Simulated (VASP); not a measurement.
Input of a VASP 6.6.1 run:

POSCAR

```
Sn
1.0
   -3.0283446690      3.0283446690      1.5513229292
    3.0283446690     -3.0283446690      1.5513229292
    3.0283446690      3.0283446690     -1.5513229292
Sn
2
Direct
    0.7500000000      0.2500000000      0.5000000000
    0.0000000000      0.0000000000      0.0000000000
```

INCAR.step1

```
PREC = Accurate ; ENCUT = 520
ISMEAR = 0 ; SIGMA = 0.15
LREAL = False ; LASPH = True
NELM = 100 ; NBANDS = 21
GGA = PE ; ALGO = Normal
EDIFF = 1E-4 ; LWAVE = True
LCHARG = False
```

Contents of INCAR.step2:

```
PREC = Accurate ; ENCUT = 520
EDIFF = 1E-6 ; ISMEAR = 0
SIGMA = 0.15 ; LREAL = False
LASPH = True ; NELM = 100
ALGO = Normal ; ISIF = 2
LWAVE = False ; LCHARG = False
METAGGA = R2SCAN ; LMIXTAU = True
NBANDS = 21 ; ISTART = 1
```

Contents of KPOINTS:

```
regular mesh
0
Gamma
  16 16 16
```

Potentials or basis: VASP PAW PBE potentials, release 64 (Sn_d).

Run with:

```bash
$ cat potpaw_PBE.64/Sn_d/POTCAR > POTCAR
$ cp INCAR.step1 INCAR
$ mpirun -np 1 vasp_std > vasp.out
$ cp INCAR.step2 INCAR
$ mpirun -np 1 vasp_std > vasp.out
```

(1) Predict the band gap on the k mesh.

(2) Predict the pressure.

## Answers

(1) zero (bands 14 and 15 overlap by 3.76 eV).

(2) -1.4 GPa.

Caveat: the cell differs from its parent crystal (strain +0.030 along x and y, -0.030 along z); the PAW data sets were made with another functional, which shifts forces and pressure a little; spin-orbit coupling is left out, which moves the levels of the heavy elements.
